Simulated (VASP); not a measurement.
# Na (P2_1/m) in VASP: further runs, part 2 of 2

VASP 6.6.1.

### Step 4. Single point, PBEsol (atoms displaced along several vibrational modes)

Input file INCAR:

```
PREC = Accurate
ENCUT = 520
EDIFF = 1E-6
ISMEAR = 0
SIGMA = 0.15
LREAL = F
LASPH = T
NELM = 100
ALGO = Fast
ISIF = 2
LWAVE = F
LCHARG = T
GGA = PS
LELF = T
LVHAR = T
NBANDS = 14
```

Input file KPOINTS:

```
regular mesh
0
Gamma
  12 12 10
```

Input file POSCAR:

```
Na
1.0
    0.0000000000     -3.7271439106      0.0000000000
   -3.7271439106      0.0000000000      0.0000000000
    0.0000000000      0.0000000000     -5.2241838134
Na
2
Direct
    0.5000000000      0.6642007968      0.5201562586
    0.0000000000     -0.1642007968     -0.0201562586
```

Potentials or basis: VASP PAW PBE potentials, release 64 (Na_pv).

Launch:

```console
> cat potpaw_PBE.64/Na_pv/POTCAR > POTCAR
> mpirun -np 1 vasp_std > vasp.out
```

OUTCAR:

```text
PREC = Accurate
   ENCUT = 520
   EDIFF = 1E-6
   ISMEAR = 0
   LREAL = F
   LASPH = T
   NELM = 100
   ISIF = 2
   GGA = PS

 ion  position               nearest neighbor table
   1  0.500  0.664  0.520-
   2  0.000  0.836  0.980-

  LATTYP: Found a simple tetragonal cell.
 ALAT       =     3.7271439106
 C/A-ratio  =     1.4016587335

  Lattice vectors:

 A1 = (   0.0000000000,  -3.7271439106,   0.0000000000)
 A2 = (  -3.7271439106,   0.0000000000,   0.0000000000)
 A3 = (   0.0000000000,   0.0000000000,  -5.2241838134)

Analysis of symmetry for initial positions (statically):
=====================================================================
 Subroutine PRICEL returns:
 Original cell was already a primitive cell.

 Routine SETGRP: Setting up the symmetry group for a
 simple tetragonal supercell.

 Subroutine GETGRP returns: Found  4 space group operations
 (whereof  2 operations were pure point group operations)
 out of a pool of 16 trial point group operations.

The static configuration has the point symmetry C_1h.
 The point group associated with its full space group is C_2h.

Analysis of symmetry for dynamics (positions and initial velocities):
=====================================================================
 Subroutine PRICEL returns:
 Original cell was already a primitive cell.

 Routine SETGRP: Setting up the symmetry group for a
 simple tetragonal supercell.

 Subroutine GETGRP returns: Found  4 space group operations
 (whereof  2 operations were pure point group operations)
 out of a pool of 16 trial point group operations.

The dynamic configuration has the point symmetry C_1h.
 The point group associated with its full space group is C_2h.

 Subroutine INISYM returns: Found  4 space group operations
 (whereof  2 operations are pure point group operations),
 and found     1 'primitive' translations

----------------------------------------------------------------------------------------

                                     Primitive cell

  volume of cell :      72.5723

  direct lattice vectors                    reciprocal lattice vectors
     0.000000000 -3.727143911  0.000000000     0.000000000 -0.268301956  0.000000000
    -3.727143911  0.000000000  0.000000000    -0.268301956  0.000000000  0.000000000
     0.000000000  0.000000000 -5.224183813     0.000000000  0.000000000 -0.191417461

  length of vectors
     3.727143911  3.727143911  5.224183813     0.268301956  0.268301956  0.191417461

  position of ions in fractional coordinates (direct lattice)
     0.500000000  0.664200797  0.520156259
     0.000000000  0.835799203  0.979843741

  ion indices of the primitive-cell ions
   primitive index   ion index
                 1           1
                 2           2

----------------------------------------------------------------------------------------

 KPOINTS: regular mesh

Automatic generation of k-mesh.
 Grid dimensions read from file:
 generate k-points for:   12   12   10

 Generating k-lattice:

  Cartesian coordinates                     Fractional coordinates (reciprocal lattice)
     0.000000000 -0.022358496  0.000000000     0.083333333  0.000000000  0.000000000
    -0.022358496  0.000000000  0.000000000     0.000000000  0.083333333  0.000000000
     0.000000000  0.000000000 -0.019141746     0.000000000  0.000000000  0.100000000

[... 40 lines left out ...]
   total plane-waves  NPLWV =  31360
   dimension x,y,z NGX =    28 NGY =   28 NGZ =   40
   dimension x,y,z NGXF=    56 NGYF=   56 NGZF=   80
   ions per type =               2
   NGX,Y,Z   is equivalent  to a cutoff of  12.49, 12.49, 12.73 a.u.
   NGXF,Y,Z  is equivalent  to a cutoff of  24.98, 24.98, 25.46 a.u.
 SYSTEM =  unknown system
   PREC   = accura    normal or accurate (medium, high low for compatibility)
   ISTART =      0    job   : 0-new  1-cont  2-samecut
   ICHARG =      2    charge: 1-file 2-atom 10-const
   ISPIN  =      1    spin polarized calculation?
   LNONCOLLINEAR =      F non collinear calculations
   LSORBIT =      F    spin-orbit coupling
   LASPH  =      T    aspherical Exc in radial PAW
   ENCUT  =  520.0 eV  38.22 Ry    6.18 a.u.   6.93  6.93  9.71*2*pi/ulx,y,z
   NELM   =    100;   NELMIN=  2; NELMDL= -5     # of ELM steps
   EDIFF  = 0.1E-05   stopping-criterion for ELM
   LREAL  =      F    real-space projection
   EDIFFG = 0.1E-04   stopping-criterion for IOM
   NSW    =      0    number of steps for IOM
   IBRION =     -1    ionic relax: 0-MD 1-quasi-New 2-CG
   NFREE  =      0    steps in history (QN), initial steepest desc. (CG)
   ISIF   =      2    stress and relaxation
   ISYM   =      2    0-nonsym 1-usesym 2-fastsym
   POTIM  = 0.5000    time-step for ionic-motion
   TEBEG  =    0.0;   TEEND  =   0.0 temperature during run
   PSTRESS=    0.0 pullay stress
   NELECT =      14.0000    total number of electrons
   NUPDOWN=      -1.0000    fix difference up-down
   EMIN   =  10.00;   EMAX   =-10.00  energy-range for DOS
   EFERMI =   0.00;   METHOD = LEGACY
   ISMEAR =     0;   SIGMA  =   0.15  broadening in eV -4-tet -1-fermi 0-gaus
   EFERMI_NEDOS =   21; number of points for ismear=-14 and -15
   IALGO  =     68    algorithm
   IMIX   =      4    mixing-type and parameters
     AMIX     =   0.40;   BMIX     =  1.00
     AMIX_MAG =   1.60;   BMIX_MAG =  1.00
  volume/ion in A,a.u.               =      36.29       244.87
  Fermi-wavevector in a.u.,A,eV,Ry     =   0.945933  1.787555 12.174358  0.894790
  Thomas-Fermi vector in A             =   2.073883
   LORBIT       =      0    0 simple, 1 ext, 2 COOP (PROOUT), +10 PAW based schemes
   GGA     = PS    functional components
   LHFCALC =     F    Hartree Fock is set to
   AEXX    =    0.0000 exact exchange contribution
   IVDW    =     0    specifies the selected vdW correction
   LEPSILON=     F    determine dielectric tensor
   LRPA    =     F    only Hartree local field effects (RPA)
 non-spin polarized calculation
 RMM-DIIS sequential band-by-band and
 Gauss-broadening in eV      SIGMA  =   0.15
  energy-cutoff  :      520.00
  volume of cell :       72.57
 maximum number of plane-waves:      1979
   NGX = 13   NGY = 13   NGZ = 19

 number of electron      13.9999983 magnetization

 Free energy of the ion-electron system (eV)
  ---------------------------------------------------
  ext. energy  EPLUGINS =         0.00000000
  ---------------------------------------------------
  free energy    TOTEN  =        -2.56463641 eV

  energy without entropy =       -2.55420768  energy(sigma->0) =       -2.55942205

 E-fermi :   0.3746     XC(G=0):  -6.5437

 val. band max:        0.3647112162   @ k =  -0.1667  -0.1667   0.3000
 cond. band min:       0.3758850301   @ k =  -0.1667   0.5000   0.2000
 fundamental gap:      0.0111738139
 Fermi energy:         0.3745967457

 k-point     1 :       0.0000    0.0000    0.0000
  band No.  band energies     occupation
      1     -24.6115      2.00000
      2     -24.5616      2.00000
      3     -24.5287      2.00000
      4     -24.5202      2.00000
      5     -24.5200      2.00000
      6     -24.5198      2.00000
      7      -2.9535      2.00000
      8       2.2011      0.00000
      9       2.7962      0.00000
     10       6.9955      0.00000
     11       7.3782      0.00000
     12       7.5219      0.00000
     13       8.3566      0.00000
     14      11.3907      0.00000
[... 377 lines left out ...]
      1     -24.6072      2.00000
      2     -24.5611      2.00000
      3     -24.5496      2.00000
      4     -24.5361      2.00000
      5     -24.5206      2.00000
      6     -24.5206      2.00000
      7      -0.2540      2.00000
      8      -0.0421      1.99991
      9       4.5216      0.00000
     10       4.9414      0.00000
     11       5.4520      0.00000
     12       5.4875      0.00000
     13       8.5223      0.00000
     14       9.1409      0.00000

 [... further k-points ...]

------------------------ aborting loop because EDIFF is reached ----------------------------------------

  FORCE on cell =-STRESS in cart. coord.  units (eV):
  Direction    XX          YY          ZZ          XY          YZ          ZX
  --------------------------------------------------------------------------------------
  -------------------------------------------------------------------------------------
  Total       -0.5726708      0.5446472      0.9685474      0.0000000      0.0000000      0.1574349
  in kB      -12.6428466     12.0241688     21.3826096      0.0000000      0.0000000      3.4756881
  external PRESSURE =       6.9213106 kB  Pullay stress =       0.0000000 kB

 VOLUME and BASIS-vectors are now :
 -----------------------------------------------------------------------------
  energy-cutoff  :      520.00
  volume of cell :       72.57
      direct lattice vectors                 reciprocal lattice vectors
     0.000000000 -3.727143911  0.000000000     0.000000000 -0.268301956  0.000000000
    -3.727143911  0.000000000  0.000000000    -0.268301956  0.000000000  0.000000000
     0.000000000  0.000000000 -5.224183813     0.000000000  0.000000000 -0.191417461

 POSITION                                       TOTAL-FORCE (eV/Angst)
 -----------------------------------------------------------------------------------
     -2.47557     -1.86357     -2.71739         0.229539      0.000000      0.282376
     -3.11514      0.00000     -5.11888        -0.229539      0.000000     -0.282376
 -----------------------------------------------------------------------------------
    total drift:                               -0.000000     -0.000000     -0.000000

  FREE ENERGIE OF THE ION-ELECTRON SYSTEM (eV)
  ---------------------------------------------------
  free  energy   TOTEN  =        -2.5646364103 eV

  energy  without entropy=       -2.5542076812  energy(sigma->0) =       -2.55942205
```

stdout:

```text
POSCAR found type information on POSCAR Na
 POSCAR found :  1 types and       2 ions
 scaLAPACK will be used
 -----------------------------------------------------------------------------
|                                                                             |
|                                                                             |
|     You enforced a specific xc type in the INCAR file but a different       |
|     I HOPE YOU KNOW WHAT YOU ARE DOING!                                     |
|                                                                             |
 -----------------------------------------------------------------------------

 LDA part: xc-table for (Slater+PW92), standard interpolation
 POSCAR, INCAR and KPOINTS ok, starting setup
 FFT: planning ... GRIDC
 FFT: planning ... GRID_SOFT
 FFT: planning ... GRID
 WAVECAR not read
 entering main loop
WARNING in EDDRMM: call to ZHEGV failed, returncode =   8  4     14
```

It took 8.1 min on 1 thread of Intel Xeon 8259CL, shared host; peak memory 0.42 GiB.

Results:

```
Free energy            : -2.5646 eV
Pressure               : 0.7 GPa
Largest force          : 0.364 eV/Å
Band gap on the k mesh : zero (bands 7 and 8 overlap by 4.55 eV)
```

Forces on the atoms (eV/Å):
```
Na   0.230  0.000  0.282
Na  -0.230  0.000 -0.282
```

Caveat: the cell differs from its parent crystal (atoms displaced along several vibrational modes); the PAW data sets were made with another functional, which shifts forces and pressure a little.

### Step 5. Summary

| cell | further INCAR settings | gap on the mesh (eV) | pressure (GPa) | largest force (eV/Å) |
| --- | --- | --- | --- | --- |
| as given, atomic positions A | ALGO = Fast; EDIFF = 1e-06; NBANDS = 14 | none | 0.7 | 0.60 |
| as given, atomic positions B | ALGO = Fast; EDIFF = 1e-07; NBANDS = 14 | none | 0.2 | 0.24 |
| as given, atomic positions C | ALGO = Fast; EDIFF = 1e-06; NBANDS = 14 | none | 0.7 | 0.36 |

Alike in all rows: task single point; level PBEsol; potentials or basis VASP PAW PBE potentials, release 64 (Na_pv); no spin polarisation; k mesh 12 × 12 × 10; cutoff (eV) 520; smearing gaussian 0.15 eV.

Caveats: the PAW data sets were made with another functional, which shifts forces and pressure a little.

Total energies depend on the potentials used, so only differences within one code and one set of settings carry meaning.

The gap in the log of VASP goes by the Fermi energy; the results here count the filled bands.